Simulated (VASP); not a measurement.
# NiI3 (Pm-3m) in VASP: single point with PBE+U

Aim: the single point of NiI3 with PBE+U.

All numbers are computed with VASP 6.6.1; they aren't measurements. Logs are shortened: lines on timing, memory, paths and dates and some standing lists are left out, and cuts for length are marked.

### 1 The cell of the first run

The structure is cubic, space group Pm-3m (No. 221). The conventional cell has a = 5.559 Å, b = 5.559 Å, c = 5.559 Å, α = 90.00°, β = 90.00°, γ = 90.00°. Ni (site symmetry m-3m) has 6 I at 2.78 Å within 3.7 Å. I (site symmetry 4/mmm) has 2 Ni at 2.78 Å within 3.7 Å.

### 2 Single point, PBE+U, collinear spin, antiferromagnetic start

Input file INCAR:

```
ALGO     = Normal         # electronic algorithm
EDIFF    = 1E-7           # SCF threshold, eV
ENCUT    = 520            # plane-wave cutoff, eV
GGA      = PE             # functional
ISIF     = 2              # what is computed and relaxed
ISMEAR   = 0              # smearing method
ISPIN    = 2              # spin polarisation
LASPH    = T              # aspherical terms in the spheres
LCHARG   = F              # write CHGCAR
LDAU     = T              # DFT+U
LDAUJ    = 0 0          
LDAUL    = 2 -1           # shell
LDAUPRINT= 1            
LDAUTYPE = 2            
LDAUU    = 6.2 0          # U, eV
LMAXMIX  = 4              # l up to which the mixer works
LORBIT   = 11             # projections on sites
LREAL    = F              # projectors in reciprocal space
LWAVE    = F              # write WAVECAR
MAGMOM   = 3 -3 0 0 0 0 0 0 # initial moments
NBANDS   = 45             # bands
NELM     = 150            # most SCF steps
PREC     = Accurate       # precision mode
SIGMA    = 0.05           # smearing width, eV
```

Input file KPOINTS:

```
k-points
0
Gamma
  6 6 3
```

Input file POSCAR:

```
NiI3
1.0
    5.5589997942      0.0000000000      5.5589997942
    0.0000000000      5.5589997942      5.5589997942
    0.0000000000      0.0000000000     11.1179995884
Ni I
2 6
Direct
    0.0000000000      0.0000000000      0.0000000000
    0.0000000000      0.0000000000      0.5000000000
    0.5000000000      0.0000000000      0.7500000000
    0.0000000000      0.0000000000      0.2500000000
    0.0000000000      0.5000000000      0.7500000000
    0.5000000000      0.0000000000      0.2500000000
    0.0000000000      0.0000000000      0.7500000000
    0.0000000000      0.5000000000      0.2500000000
```

Potentials or basis: VASP PAW PBE potentials, release 64 (Ni, I).

The run is started by

```
> cat potpaw_PBE.64/Ni/POTCAR potpaw_PBE.64/I/POTCAR > POTCAR
> mpirun -np 1 vasp_std > vasp.out
```

OUTCAR:

```text
EDIFF = 1E-7
   ENCUT = 520
   GGA = PE
   ISIF = 2
   ISMEAR = 0
   ISPIN = 2
   LASPH = T
   LORBIT = 11
   LREAL = F
   NELM = 150
   PREC = Accurate

 ion  position               nearest neighbor table
   1  0.000  0.000  0.000-   3 2.78   4 2.78   5 2.78   7 2.78   8 2.78   6 2.78
   2  0.000  0.000  0.500-   4 2.78   6 2.78   7 2.78   8 2.78   5 2.78   3 2.78
   3  0.500  0.000  0.750-   2 2.78   1 2.78
   4  0.000  0.000  0.250-   1 2.78   2 2.78
   5  0.000  0.500  0.750-   2 2.78   1 2.78
   6  0.500  0.000  0.250-   1 2.78   2 2.78
   7  0.000  0.000  0.750-   1 2.78   2 2.78
   8  0.000  0.500  0.250-   1 2.78   2 2.78

  LATTYP: Found a face centered cubic cell.
 ALAT       =    11.1179995884

  Lattice vectors:

 A1 = (   5.5589997942,  -5.5589997942,   0.0000000000)
 A2 = (   5.5589997942,   0.0000000000,   5.5589997942)
 A3 = (   0.0000000000,  -5.5589997942,   5.5589997942)

Analysis of symmetry for initial positions (statically):
=====================================================================
 Subroutine PRICEL returns following result:

  LATTYP: Found a simple cubic cell.
 ALAT       =     5.5589997942
[... 12 lines left out ...]
 Subroutine GETGRP returns: Found 48 space group operations
 (whereof 48 operations were pure point group operations)
 out of a pool of 48 trial point group operations.

The static configuration has the point symmetry O_h .

Analysis of symmetry for dynamics (positions and initial velocities):
=====================================================================
 Subroutine PRICEL returns following result:

  LATTYP: Found a simple cubic cell.
 ALAT       =     5.5589997942
[... 12 lines left out ...]
 Subroutine GETGRP returns: Found 48 space group operations
 (whereof 48 operations were pure point group operations)
 out of a pool of 48 trial point group operations.

The dynamic configuration has the point symmetry O_h .

Analysis of structural, dynamic, and magnetic symmetry:
=====================================================================
 Subroutine PRICEL returns following result:

  LATTYP: Found a simple cubic cell.
 ALAT       =     5.5589997942
[... 12 lines left out ...]
 Subroutine GETGRP returns: Found 48 space group operations
 (whereof 48 operations were pure point group operations)
 out of a pool of 48 trial point group operations.

The overall configuration has the point symmetry O_h .

 Subroutine INISYM returns: Found 48 space group operations
 (whereof 48 operations are pure point group operations),
 and found     2 'primitive' translations

----------------------------------------------------------------------------------------

                                     Primitive cell

  volume of cell :     171.7869

  direct lattice vectors                    reciprocal lattice vectors
     0.000000000 -5.558999794  0.000000000     0.000000000 -0.179888476  0.000000000
     5.558999794  0.000000000  0.000000000     0.179888476  0.000000000  0.000000000
     0.000000000  0.000000000  5.558999794     0.000000000  0.000000000  0.179888476

  length of vectors
     5.558999794  5.558999794  5.558999794     0.179888476  0.179888476  0.179888476

  position of ions in fractional coordinates (direct lattice)
     0.000000000  0.000000000  0.000000000
     0.000000000  0.500000000  0.000000000
     0.000000000  0.000000000  0.500000000
     0.500000000  0.000000000  0.000000000

  ion indices of the primitive-cell ions
   primitive index   ion index
                 1           1
                 2           3
                 3           4
                 4           5

----------------------------------------------------------------------------------------

 KPOINTS: k-points

Automatic generation of k-mesh.
 Grid dimensions read from file:
 generate k-points for:    6    6    3

 Generating k-lattice:

[... 115 lines left out ...]
  o =  0.9693  v =  0.0000  0.0000  0.0000  0.0000  0.0000  1.0000  0.0000  0.0000  0.0000  0.0000      0.0000  0.0000  0.0000  0.0000  0.0000  0.0000  0.0000  0.0000  0.0000  0.0000
  o =  0.9693  v =  0.0000  0.0000  0.0000  0.0000  0.0000  0.0000  0.0366  0.0000  0.9993 -0.0000      0.0000  0.0000  0.0000  0.0000  0.0000  0.0000  0.0000  0.0000  0.0000  0.0000
  o =  0.9693  v =  0.0000  0.0000  0.0000  0.0000  0.0000  0.0000  0.9993  0.0000 -0.0366  0.0000      0.0000  0.0000  0.0000  0.0000  0.0000  0.0000  0.0000  0.0000  0.0000  0.0000
  o =  0.9719  v =  0.0000 -0.9106 -0.0000  0.4133 -0.0000  0.0000  0.0000  0.0000  0.0000  0.0000      0.0000  0.0000  0.0000  0.0000  0.0000  0.0000  0.0000  0.0000  0.0000  0.0000
  o =  0.9719  v =  1.0000  0.0000  0.0000  0.0000  0.0000  0.0000  0.0000  0.0000  0.0000  0.0000      0.0000  0.0000  0.0000  0.0000  0.0000  0.0000  0.0000  0.0000  0.0000  0.0000
  o =  0.9719  v =  0.0000 -0.4133 -0.0000 -0.9106 -0.0000  0.0000  0.0000  0.0000  0.0000  0.0000      0.0000  0.0000  0.0000  0.0000  0.0000  0.0000  0.0000  0.0000  0.0000  0.0000
  o =  0.9859  v =  0.0000 -0.0000 -0.0214  0.0000  0.9998  0.0000  0.0000  0.0000  0.0000  0.0000      0.0000  0.0000  0.0000  0.0000  0.0000  0.0000  0.0000  0.0000  0.0000  0.0000
  o =  0.9859  v =  0.0000  0.0000 -0.9998 -0.0000 -0.0214  0.0000  0.0000  0.0000  0.0000  0.0000      0.0000  0.0000  0.0000  0.0000  0.0000  0.0000  0.0000  0.0000  0.0000  0.0000

atom =   2  type =  1  l = 2

 onsite density matrix

spin component  1

  0.9693  0.0000  0.0000  0.0000  0.0000
  0.0000  0.9693  0.0000  0.0000  0.0000
  0.0000  0.0000  0.2114  0.0000 -0.0000
  0.0000  0.0000  0.0000  0.9693  0.0000
  0.0000  0.0000 -0.0000  0.0000  0.2114

spin component  2

  0.9719 -0.0000 -0.0000 -0.0000 -0.0000
 -0.0000  0.9719 -0.0000 -0.0000 -0.0000
 -0.0000 -0.0000  0.9859 -0.0000  0.0000
 -0.0000 -0.0000 -0.0000  0.9719 -0.0000
 -0.0000 -0.0000  0.0000 -0.0000  0.9859

 occupancies and eigenvectors

  o =  0.2114  v =  0.0000  0.0000  1.0000  0.0000 -0.0003  0.0000  0.0000  0.0000  0.0000  0.0000      0.0000  0.0000  0.0000  0.0000  0.0000  0.0000  0.0000  0.0000  0.0000  0.0000
  o =  0.2114  v =  0.0000 -0.0000 -0.0003  0.0000 -1.0000  0.0000  0.0000  0.0000  0.0000  0.0000      0.0000  0.0000  0.0000  0.0000  0.0000  0.0000  0.0000  0.0000  0.0000  0.0000
  o =  0.9693  v =  0.0000  0.8920 -0.0000  0.4520 -0.0000  0.0000  0.0000  0.0000  0.0000  0.0000      0.0000  0.0000  0.0000  0.0000  0.0000  0.0000  0.0000  0.0000  0.0000  0.0000
  o =  0.9693  v =  0.0000  0.4520  0.0000 -0.8920 -0.0000  0.0000  0.0000  0.0000  0.0000  0.0000      0.0000  0.0000  0.0000  0.0000  0.0000  0.0000  0.0000  0.0000  0.0000  0.0000
  o =  0.9693  v =  1.0000  0.0000  0.0000  0.0000  0.0000  0.0000  0.0000  0.0000  0.0000  0.0000      0.0000  0.0000  0.0000  0.0000  0.0000  0.0000  0.0000  0.0000  0.0000  0.0000
  o =  0.9719  v =  0.0000  0.0000  0.0000  0.0000  0.0000  0.0000  0.9988  0.0000 -0.0494 -0.0000      0.0000  0.0000  0.0000  0.0000  0.0000  0.0000  0.0000  0.0000  0.0000  0.0000
  o =  0.9719  v =  0.0000  0.0000  0.0000  0.0000  0.0000  0.0000  0.0494  0.0000  0.9988  0.0000      0.0000  0.0000  0.0000  0.0000  0.0000  0.0000  0.0000  0.0000  0.0000  0.0000
  o =  0.9719  v =  0.0000  0.0000  0.0000  0.0000  0.0000  1.0000  0.0000  0.0000  0.0000  0.0000      0.0000  0.0000  0.0000  0.0000  0.0000  0.0000  0.0000  0.0000  0.0000  0.0000
  o =  0.9859  v =  0.0000  0.0000  0.0000  0.0000  0.0000  0.0000 -0.0000  0.0038  0.0000 -1.0000      0.0000  0.0000  0.0000  0.0000  0.0000  0.0000  0.0000  0.0000  0.0000  0.0000
  o =  0.9859  v =  0.0000  0.0000  0.0000  0.0000  0.0000  0.0000 -0.0000  1.0000 -0.0000  0.0038      0.0000  0.0000  0.0000  0.0000  0.0000  0.0000  0.0000  0.0000  0.0000  0.0000

 number of electron      62.0000004 magnetization      -0.0000000

 Free energy of the ion-electron system (eV)
  ---------------------------------------------------
  ext. energy  EPLUGINS =         0.00000000
  ---------------------------------------------------
  free energy    TOTEN  =       -14.05508828 eV

  energy without entropy =      -14.03643091  energy(sigma->0) =      -14.04575960

 E-fermi :   1.1493     XC(G=0):  -7.3675

 val. band max:        1.1376329819   @ k =   0.1667   0.1667   0.0000
 cond. band min:       1.1565199679   @ k =   0.1667   0.1667   0.0000
 fundamental gap:      0.0188869860
 Fermi energy:         1.1492708953

 spin component 1

 k-point     1 :       0.0000    0.0000    0.0000
  band No.  band energies     occupation
      1     -11.2063      1.00000
      2     -10.4397      1.00000
      3     -10.4397      1.00000
      4     -10.4397      1.00000
      5     -10.1762      1.00000
      6     -10.1762      1.00000
[... 449 lines left out ...]
     42       8.3680      0.00000
     43       8.4258      0.00000
 Fermi energy:         1.1492708953

 spin component 2

 k-point     1 :       0.0000    0.0000    0.0000
  band No.  band energies     occupation
      1     -11.2063      1.00000
      2     -10.4397      1.00000
      3     -10.4397      1.00000
      4     -10.4397      1.00000
      5     -10.1762      1.00000
      6     -10.1762      1.00000
[... 449 lines left out ...]
     42       8.3680      0.00000
     43       8.4258      0.00000
 [bands above 43 left out]

------------------------ aborting loop because EDIFF is reached ----------------------------------------

  FORCE on cell =-STRESS in cart. coord.  units (eV):
  Direction    XX          YY          ZZ          XY          YZ          ZX
  --------------------------------------------------------------------------------------
  -------------------------------------------------------------------------------------
  Total       -1.2874801     -1.2874801     -1.2874801     -0.0000000     -0.0000000      0.0000000
  in kB       -6.0038681     -6.0038681     -6.0038681     -0.0000000     -0.0000000      0.0000000
  external PRESSURE =      -6.0038681 kB  Pullay stress =       0.0000000 kB

 VOLUME and BASIS-vectors are now :
 -----------------------------------------------------------------------------
  energy-cutoff  :      520.00
  volume of cell :      343.57
      direct lattice vectors                 reciprocal lattice vectors
     5.558999794  0.000000000  5.558999794     0.179888476  0.000000000  0.000000000
     0.000000000  5.558999794  5.558999794     0.000000000  0.179888476  0.000000000
     0.000000000  0.000000000 11.117999588    -0.089944238 -0.089944238  0.089944238

 POSITION                                       TOTAL-FORCE (eV/Angst)
 -----------------------------------------------------------------------------------
      0.00000      0.00000      0.00000        -0.000000      0.000000      0.000000
      0.00000      0.00000      5.55900         0.000000     -0.000000      0.000000
      2.77950      0.00000     11.11800        -0.000000      0.000000     -0.000000
      0.00000      0.00000      2.77950         0.000000      0.000000     -0.000000
      0.00000      2.77950     11.11800         0.000000      0.000000      0.000000
      2.77950      0.00000      5.55900        -0.000000      0.000000     -0.000000
      0.00000      0.00000      8.33850         0.000000     -0.000000     -0.000000
      0.00000      2.77950      5.55900         0.000000      0.000000     -0.000000
 -----------------------------------------------------------------------------------
    total drift:                               -0.000000     -0.000000      0.000000

  FREE ENERGIE OF THE ION-ELECTRON SYSTEM (eV)
  ---------------------------------------------------
  free  energy   TOTEN  =       -14.0550882819 eV

  energy  without entropy=      -14.0364309130  energy(sigma->0) =      -14.04575960

 total charge

# of ion       s       p       d       tot
------------------------------------------
    1        0.331   0.275   8.199   8.805
    2        0.331   0.275   8.199   8.805
    3        1.517   2.723   0.012   4.252
    4        1.517   2.723   0.012   4.252
    5        1.517   2.723   0.012   4.252
    6        1.517   2.723   0.012   4.252
    7        1.517   2.723   0.012   4.252
    8        1.517   2.723   0.012   4.252
--------------------------------------------------
tot          9.763  16.888  16.471  43.122

 magnetization (x)

# of ion       s       p       d       tot
------------------------------------------
    1       -0.002  -0.009   1.556   1.545
    2        0.002   0.009  -1.556  -1.545
    3        0.000   0.000   0.000   0.000
    4        0.000   0.000   0.000   0.000
    5        0.000   0.000   0.000   0.000
    6        0.000   0.000   0.000   0.000
    7        0.000   0.000   0.000   0.000
    8        0.000   0.000   0.000   0.000
--------------------------------------------------
tot          0.000   0.000   0.000   0.000
```

Wall time 30 min (1 thread of Intel Xeon 8259CL, shared host); peak memory 0.98 GiB.

What came out:

```
Free energy                                           : -14.0551 eV
Pressure                                              : -0.6 GPa
Band gap on the k mesh                                : zero (filled and empty bands overlap)
Net moment                                            : 0.00 μB per cell
Site moments                                          : Ni +1.54, -1.54; I +0.00 μB
Valence electrons inside the program's atomic spheres : Ni 8.80; I 4.25
```

Eigenvalues of the final occupation matrices:
```csv
site,spin,trace,eigenvalues
site 1 d,1,4.89,0.97 0.97 0.97 0.99 0.99
site 1 d,2,3.33,0.21 0.21 0.97 0.97 0.97
site 2 d,1,3.33,0.21 0.21 0.97 0.97 0.97
site 2 d,2,4.89,0.97 0.97 0.97 0.99 0.99
```

Caveat: spin-orbit coupling is left out, which moves the levels of the heavy elements. The state reached can hang on the start; a lower one may exist.
